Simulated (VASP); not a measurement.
# CdI2 (r.B) in VASP: single point with PBE+D4

Aim: the single point of CdI2 (r.B) with PBE+D4.

Program: VASP 6.6.1. These are calculated values, not measurements. Logs are shortened: lines on timing, memory, paths and dates and some standing lists are left out, and cuts for length are marked.

**1. The cell of the first run**

The cell holds a sheet with vacuum, 3 atoms: a = 4.241 Å, b = 4.241 Å, c = 30.720 Å, α = 90.00°, β = 90.00°, γ = 120.00°.

**2. Single point, PBE+D4**

The input, INCAR:

```
SYSTEM = CdI2
ALGO = Normal
DIPOL = 0.5 0.5 0.284
EDIFF = 1E-6
ENCUT = 400
GGA = PE
GGA_COMPAT = .False.
IDIPOL = 3
ISIF = 2
ISMEAR = 0
IVDW = 13
LASPH = .True.
LCHARG = .False.
LDIPOL = .True.
LREAL = .False.
LWAVE = .False.
NBANDS = 20
NELM = 120
NELMDL = -8
PREC = Accurate
SIGMA = 0.03
```

The input, KPOINTS:

```
k-points
0
Gamma
  12 12 1
  0 0 0
```

The input, POSCAR:

```
CdI2
1.0
    4.2405640033      0.0000000000      0.0000000000
   -2.1202820017      3.6724361533      0.0000000000
    0.0000000000      0.0000000000     30.7199999998
I Cd
2 1
Direct
    0.3333333333      0.6666666667      0.2277357735
    0.6666666667      0.3333333333      0.3406236016
    0.0000000000      0.0000000000      0.2841796875
```

Potentials or basis: VASP PAW PBE potentials, release 64 (I, Cd).

Started as:

```sh
$ cat potpaw_PBE.64/I/POTCAR potpaw_PBE.64/Cd/POTCAR > POTCAR
$ mpirun -np 1 vasp_std > vasp.out
```

OUTCAR:

```text
SYSTEM = CdI2
   EDIFF = 1E-6
   ENCUT = 400
   GGA = PE
   ISIF = 2
   ISMEAR = 0
   IVDW = 13
   LASPH = .True.
   LREAL = .False.
   NELM = 120
   NELMDL = -8
   PREC = Accurate

 ion  position               nearest neighbor table
   1  0.333  0.667  0.228-   3 3.00   3 3.00   3 3.00
   2  0.667  0.333  0.341-   3 3.00   3 3.00   3 3.00
   3  0.000  0.000  0.284-   1 3.00   1 3.00   1 3.00   2 3.00   2 3.00   2 3.00

  LATTYP: Found a hexagonal cell.
 ALAT       =     4.2405640033
 C/A-ratio  =     7.2443193820

  Lattice vectors:

 A1 = (   4.2405640033,   0.0000000000,   0.0000000000)
 A2 = (  -2.1202820017,   3.6724361533,   0.0000000000)
 A3 = (   0.0000000000,   0.0000000000,  30.7199999998)

Analysis of symmetry for initial positions (statically):
=====================================================================
 Subroutine PRICEL returns:
 Original cell was already a primitive cell.

 Routine SETGRP: Setting up the symmetry group for a
 hexagonal supercell.

 Subroutine GETGRP returns: Found 12 space group operations
 (whereof  6 operations were pure point group operations)
 out of a pool of 24 trial point group operations.

The static configuration has the point symmetry C_3v.
 The point group associated with its full space group is D_3d.

Analysis of symmetry for dynamics (positions and initial velocities):
=====================================================================
 Subroutine PRICEL returns:
 Original cell was already a primitive cell.

 Routine SETGRP: Setting up the symmetry group for a
 hexagonal supercell.

 Subroutine GETGRP returns: Found 12 space group operations
 (whereof  6 operations were pure point group operations)
 out of a pool of 24 trial point group operations.

The dynamic configuration has the point symmetry C_3v.
 The point group associated with its full space group is D_3d.

 Subroutine INISYM returns: Found 12 space group operations
 (whereof  6 operations are pure point group operations),
 and found     1 'primitive' translations

----------------------------------------------------------------------------------------

                                     Primitive cell

  volume of cell :     478.4087

  direct lattice vectors                    reciprocal lattice vectors
     4.240564003  0.000000000  0.000000000     0.235817688  0.136149406  0.000000000
    -2.120282002  3.672436153  0.000000000     0.000000000  0.272298812  0.000000000
     0.000000000  0.000000000 30.720000000     0.000000000  0.000000000  0.032552083

  length of vectors
     4.240564003  4.240564003 30.720000000     0.272298812  0.272298812  0.032552083

  position of ions in fractional coordinates (direct lattice)
     0.333333333  0.666666667  0.227735774
     0.666666667  0.333333333  0.340623602
     0.000000000  0.000000000  0.284179688

  ion indices of the primitive-cell ions
   primitive index   ion index
                 1           1
                 2           2
                 3           3

----------------------------------------------------------------------------------------

 KPOINTS: k-points

Automatic generation of k-mesh.
 Grid dimensions read from file:
 generate k-points for:   12   12    1

 Generating k-lattice:

  Cartesian coordinates                     Fractional coordinates (reciprocal lattice)
     0.019651474  0.011345784  0.000000000     0.083333333  0.000000000  0.000000000
     0.000000000  0.022691568  0.000000000     0.000000000  0.083333333  0.000000000
     0.000000000  0.000000000  0.032552083     0.000000000  0.000000000  1.000000000

  Length of vectors
     0.022691568  0.022691568  0.032552083

  Shift w.r.t. Gamma in fractional coordinates (k-lattice)
     0.000000000  0.000000000  0.000000000

 Subroutine IBZKPT returns following result:
 ===========================================

 Found     19 irreducible k-points:

 Following reciprocal coordinates:
            Coordinates               Weight
  0.000000  0.000000  0.000000      1.000000
  0.083333 -0.000000  0.000000      6.000000
  0.166667 -0.000000  0.000000      6.000000
  0.250000 -0.000000  0.000000      6.000000
  0.333333  0.000000  0.000000      6.000000
  0.416667  0.000000  0.000000      6.000000
[... 11 lines left out ...]
  0.333333  0.250000  0.000000     12.000000
  0.333333  0.333333  0.000000      2.000000
   k-points           NKPTS =     19   k-points in BZ     NKDIM =     19   number of bands    NBANDS=     20
   number of dos      NEDOS =    301   number of ions     NIONS =      3
   total plane-waves  NPLWV = 156800
   dimension x,y,z NGX =    28 NGY =   28 NGZ =  200
   dimension x,y,z NGXF=    56 NGYF=   56 NGZF=  400
   ions per type =               2   1
   NGX,Y,Z   is equivalent  to a cutoff of  10.98, 10.98, 10.82 a.u.
   NGXF,Y,Z  is equivalent  to a cutoff of  21.95, 21.95, 21.65 a.u.
 SYSTEM =  CdI2
   PREC   = accura    normal or accurate (medium, high low for compatibility)
   ISTART =      0    job   : 0-new  1-cont  2-samecut
   ICHARG =      2    charge: 1-file 2-atom 10-const
   ISPIN  =      1    spin polarized calculation?
   LNONCOLLINEAR =      F non collinear calculations
   LSORBIT =      F    spin-orbit coupling
   LASPH  =      T    aspherical Exc in radial PAW
   ENCUT  =  400.0 eV  29.40 Ry    5.42 a.u.   6.92  6.92 50.10*2*pi/ulx,y,z
   NELM   =    120;   NELMIN=  2; NELMDL= -8     # of ELM steps
   EDIFF  = 0.1E-05   stopping-criterion for ELM
   LREAL  =      F    real-space projection
   EDIFFG = 0.1E-04   stopping-criterion for IOM
   NSW    =      0    number of steps for IOM
   IBRION =     -1    ionic relax: 0-MD 1-quasi-New 2-CG
   NFREE  =      0    steps in history (QN), initial steepest desc. (CG)
   ISIF   =      2    stress and relaxation
   ISYM   =      2    0-nonsym 1-usesym 2-fastsym
   POTIM  = 0.5000    time-step for ionic-motion
   TEBEG  =    0.0;   TEEND  =   0.0 temperature during run
   PSTRESS=    0.0 pullay stress
   NELECT =      26.0000    total number of electrons
   NUPDOWN=      -1.0000    fix difference up-down
   EMIN   =  10.00;   EMAX   =-10.00  energy-range for DOS
   EFERMI =   0.00;   METHOD = LEGACY
   ISMEAR =     0;   SIGMA  =   0.03  broadening in eV -4-tet -1-fermi 0-gaus
   EFERMI_NEDOS =   21; number of points for ismear=-14 and -15
   IALGO  =     38    algorithm
   IMIX   =      4    mixing-type and parameters
     AMIX     =   0.40;   BMIX     =  1.00
     AMIX_MAG =   1.60;   BMIX_MAG =  1.00
  volume/ion in A,a.u.               =     159.47      1076.15
  Fermi-wavevector in a.u.,A,eV,Ry     =   0.620106  1.171831  5.231876  0.384532
  Thomas-Fermi vector in A             =   1.679140
   LORBIT       =      0    0 simple, 1 ext, 2 COOP (PROOUT), +10 PAW based schemes
   GGA     = PE    functional components
   LHFCALC =     F    Hartree Fock is set to
   AEXX    =    0.0000 exact exchange contribution
   IVDW    =    13    specifies the selected vdW correction
   LEPSILON=     F    determine dielectric tensor
   LRPA    =     F    only Hartree local field effects (RPA)
 non-spin polarized calculation
 Gauss-broadening in eV      SIGMA  =   0.03
  energy-cutoff  :      400.00
  volume of cell :      478.41
 maximum number of plane-waves:      8727
 NGX is ok and might be reduce to    28
   NGX = 13   NGY = 13   NGZ =101

 dipolmoment           0.000000      0.000000      0.000002 electrons x Angstroem

 number of electron      26.0000013 magnetization

 dipolmoment           0.000000      0.000000     -0.000000 electrons x Angstroem

 Free energy of the ion-electron system (eV)
  ---------------------------------------------------
  ext. energy  EPLUGINS =         0.00000000
  ---------------------------------------------------
  free energy    TOTEN  =        -5.52108638 eV

  energy without entropy =       -5.52108638  energy(sigma->0) =       -5.52108638

 E-fermi :  -4.2446     XC(G=0):  -2.2356

 val. band max:       -4.4308096874   @ k =   0.0833  -0.0000   0.0000
 cond. band min:      -1.9875564180   @ k =   0.5000  -0.0000   0.0000
 fundamental gap:      2.4432532694
 Fermi energy:        -4.2445507003

 k-point     1 :       0.0000    0.0000    0.0000
  band No.  band energies     occupation
      1     -16.3766      2.00000
      2     -15.8905      2.00000
      3     -11.9710      2.00000
      4     -11.9710      2.00000
      5     -11.8541      2.00000
      6     -11.7803      2.00000
[... 12 lines left out ...]
     19       1.8979      0.00000
     20       1.9186      0.00000

 k-point     2 :       0.0833   -0.0000    0.0000
  band No.  band energies     occupation
      1     -16.3437      2.00000
      2     -15.8812      2.00000
      3     -11.9655      2.00000
      4     -11.9569      2.00000
      5     -11.8475      2.00000
      6     -11.7822      2.00000
[... 12 lines left out ...]
     19       2.0122      0.00000
     20       2.0560      0.00000

 k-point     3 :       0.1667   -0.0000    0.0000
  band No.  band energies     occupation
      1     -16.2510      2.00000
      2     -15.8558      2.00000
      3     -11.9526      2.00000
      4     -11.9183      2.00000
      5     -11.8284      2.00000
      6     -11.7856      2.00000
[... 12 lines left out ...]
     19       2.3144      0.00000
     20       2.5300      0.00000

 k-point     4 :       0.2500   -0.0000    0.0000
  band No.  band energies     occupation
      1     -16.1169      2.00000
      2     -15.8214      2.00000
      3     -11.9404      2.00000
      4     -11.8769      2.00000
      5     -11.7962      2.00000
      6     -11.7782      2.00000
[... 314 lines left out ...]
 k-point    18 :       0.3333    0.2500    0.0000
  band No.  band energies     occupation
      1     -15.7607      2.00000
      2     -15.7435      2.00000
      3     -11.8481      2.00000
      4     -11.8217      2.00000
      5     -11.7654      2.00000
      6     -11.7410      2.00000
[... 12 lines left out ...]
     19       3.7411      0.00000
     20       3.8388      0.00000

 k-point    19 :       0.3333    0.3333    0.0000
  band No.  band energies     occupation
      1     -15.7392      2.00000
      2     -15.7392      2.00000
      3     -11.8135      2.00000
      4     -11.8135      2.00000
      5     -11.7524      2.00000
      6     -11.7391      2.00000
[... 12 lines left out ...]
     19       3.8160      0.00000
     20       3.9666      0.00000

------------------------ aborting loop because EDIFF is reached ----------------------------------------

 vacuum level on the upper side and lower side of the slab       (xc-potential included)        -0.057        -0.057

  DFT-D4 for vdW energy calculation

  Edisp (eV):   -0.82462

  FORCE on cell =-STRESS in cart. coord.  units (eV):
  Direction    XX          YY          ZZ          XY          YZ          ZX
  --------------------------------------------------------------------------------------
  -------------------------------------------------------------------------------------
  Total      -0.07432    -0.07432    -0.06738     0.00000    -0.00000    -0.00000
  in kB      -0.24889    -0.24889    -0.22566     0.00000    -0.00000    -0.00000
  external pressure =       -0.24 kB  Pullay stress =        0.00 kB

 VOLUME and BASIS-vectors are now :
 -----------------------------------------------------------------------------
  energy-cutoff  :      400.00
  volume of cell :      478.41
      direct lattice vectors                 reciprocal lattice vectors
     4.240564003  0.000000000  0.000000000     0.235817688  0.136149406  0.000000000
    -2.120282002  3.672436153  0.000000000     0.000000000  0.272298812  0.000000000
     0.000000000  0.000000000 30.720000000     0.000000000  0.000000000  0.032552083

 POSITION                                       TOTAL-FORCE (eV/Angst)
 -----------------------------------------------------------------------------------
     -0.00000      2.44829      6.99604        -0.000000      0.000000     -0.017816
      2.12028      1.22415     10.46396         0.000000     -0.000000      0.017816
      0.00000      0.00000      8.73000        -0.000000     -0.000000      0.000000
 -----------------------------------------------------------------------------------
    total drift:                               -0.000000     -0.000000     -0.000049

  FREE ENERGIE OF THE ION-ELECTRON SYSTEM (eV)
  ---------------------------------------------------
  free  energy   TOTEN  =        -6.3457074810 eV

  energy  without entropy=       -6.3457074810  energy(sigma->0) =       -6.34570748

 vacuum level on the upper side and lower side of the slab         1.773         1.772
```

Run time: 3.4 min. Hardware: 1 thread of Intel Xeon Platinum 8375C at 2.90GHz (Ice Lake), shared host; peak memory 0.45 GiB.

Results:

```yaml
Free_energy: -6.3457 eV
Largest_force: 0.018 eV/Å
Band_gap_on_the_k_mesh: 2.44 eV, indirect (least direct gap 2.67 eV)
Dispersion_energy_per_atom: -0.275 eV
```

Forces on the atoms (eV/Å):
```
I    0.000  0.000 -0.018
I    0.000  0.000  0.018
Cd   0.000  0.000  0.000
```

Caveat: spin-orbit coupling is left out, which moves the levels of the heavy elements.
